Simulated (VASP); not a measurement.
Wanted: the native input for a VASP 6.6.1 run.

- Task: single point
- Functional: PBEsol
- Potentials or basis: VASP PAW PBE potentials, release 64 (Te, Sn_d)
- Cutoff: 520 eV
- k mesh: 7 × 7 × 7
- Occupations: fermi-dirac, width 0.05 eV
- Spin: non-collinear spin, zero start, spin-orbit coupling
- Starting moments: [[0.0, 0.0, 0.0], [0.0, 0.0, 0.0]] μB
- Dipole correction: no
- Further INCAR settings: ALGO = Normal; EDIFF = 1e-07; NBANDS = 32

The structure of SnTe lies in POSCAR:

```
SnTe
1.0
    0.0000000000      3.1923133075      3.1923133075
    3.1923133075      0.0000000000      3.1923133075
    3.1923133075      3.1923133075      0.0000000000
Te Sn
1 1
Direct
    0.5000000000      0.5000000000      0.5000000000
    0.0000000000      0.0000000000      0.0000000000
```

These files were run (other wordings do the same):

INCAR

```
PREC = Accurate ; ENCUT = 520
EDIFF = 1E-7 ; ISMEAR = -1
SIGMA = 0.05 ; LREAL = False
LASPH = True ; NELM = 150
ALGO = Normal ; ISIF = 2
LWAVE = False ; LCHARG = False
MAGMOM = 0 0 0 0 0 0 ; LORBIT = 11
LSORBIT = True ; GGA_COMPAT = False
LORBMOM = True ; GGA = PS
NBANDS = 32
```

KPOINTS

```
Automatic mesh
0
Gamma
  7 7 7
```

Potentials or basis: VASP PAW PBE potentials, release 64 (Te, Sn_d).

The run is started by

```console
$ cat potpaw_PBE.64/Te/POTCAR potpaw_PBE.64/Sn_d/POTCAR > POTCAR
$ mpirun -np 1 vasp_ncl > vasp.out
```

Results of the run:

- Pressure: -2.0 GPa
- Net moment: 0.00 μB per cell
- Valence electrons inside the program's atomic spheres: Te 3.35; Sn 12.06

Caveat: the PAW data sets were made with another functional, which shifts forces and pressure a little.

Run time: 2.1 min on 1 thread of Intel(R) Xeon(R) Platinum 8175M CPU @ 2.50GHz (Skylake/Cascade Lake) (shared host), peak memory 0.41 GiB.
